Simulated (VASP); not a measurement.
## Al3GaN4: relaxation of cell and atoms with LDA

The system is Al3GaN4.

```
Al Ga N
1.0
     4.37022    0.00000    0.00000
     0.00000    4.37022    0.00000
     0.00000    0.00000    4.37022
Al Ga N
3 1 4
Direct
  0.50000 0.50000 0.00000
  0.50000 0.00000 0.50000
  0.00000 0.50000 0.50000
  0.00000 0.00000 0.00000
  0.74489 0.74489 0.25511
  0.74489 0.25511 0.74489
  0.25511 0.74489 0.74489
  0.25511 0.25511 0.25511
```

```yaml
Program: VASP 6.6.1
Task: relaxation of cell and atoms
Functional: LDA
Potentials_or_basis: VASP PAW LDA potentials, release 64 (Al, Ga_d, N)
Cutoff: 600 eV
k_mesh: 6 × 6 × 6
Occupations: gaussian, width 0.01 eV
Spin: no spin polarisation
Dipole_correction: no
Further_INCAR_settings: ALGO = Normal; EDIFF = 1e-07; IBRION = 2; EDIFFG = -0.001; NSW = 80; ISIF = 3
```

- Relaxed volume: 10.47 Å³/atom
- Relaxed cell: a = 4.375 Å, b = 4.375 Å, c = 4.375 Å, α = 90.00°, β = 90.00°, γ = 90.00°
- Space group after relaxing (to 0.1 Å): P-43m (No. 215)
- Energy gained by relaxing: 0.1 meV/atom
- Ionic steps: 8
- Pressure after relaxing: 0.0 GPa
- Band gap on the k mesh: 3.36 eV

The path:
| step | energy change (eV) | largest force (eV/Å) | pressure (GPa) | volume (Å³) |
| --- | --- | --- | --- | --- |
| 1 | 0.0000 | 0.0241 | 0.66 | 83.47 |
| 2 | -0.0001 | 0.0072 | -0.63 | 83.99 |
| 3 | -0.0006 | 0.0080 | 0.04 | 83.73 |
| 4 | -0.0006 | 0.0066 | -0.06 | 83.75 |
| 5 | -0.0006 | 0.0071 | -0.03 | 83.74 |
| 6 | -0.0006 | 0.0015 | -0.02 | 83.74 |
| 7 | -0.0006 | 0.0005 | -0.02 | 83.74 |
| 8 | -0.0006 | 0.0001 | 0.01 | 83.72 |

Final structure:
```
CELL_PARAMETERS angstrom
4.37470 0.00000 0.00000
0.00000 4.37470 0.00000
0.00000 0.00000 4.37470
ATOMIC_POSITIONS crystal
Al 0.50000 0.50000 0.00000
Al 0.50000 0.00000 0.50000
Al 0.00000 0.50000 0.50000
Ga 0.00000 0.00000 0.00000
N 0.74477 0.74477 0.25523
N 0.74477 0.25523 0.74477
N 0.25523 0.74477 0.74477
N 0.25523 0.25523 0.25523
```

Levels at points of the mesh, in eV from the valence-band top:
| k point | band 19 | band 20 | band 21 | band 22 | band 23 | band 24 |
| --- | --- | --- | --- | --- | --- | --- |
| (0.00, 0.00, 0.00) | 0.00 | 0.00 | 0.00 | 3.36 | 3.36 | 3.36 |
| (0.50, 0.00, 0.00) | -1.24 | -0.96 | -0.96 | 5.66 | 5.71 | 6.11 |
| (0.50, 0.50, 0.00) | -0.55 | -0.55 | -0.55 | 7.44 | 7.56 | 7.56 |
| (0.50, 0.50, 0.50) | -0.39 | -0.39 | -0.39 | 5.62 | 7.09 | 7.09 |

Wall time 5.2 min on 1 thread of Intel Xeon 8259CL (shared host), peak memory 0.21 GiB.

A k mesh can miss the band edges.
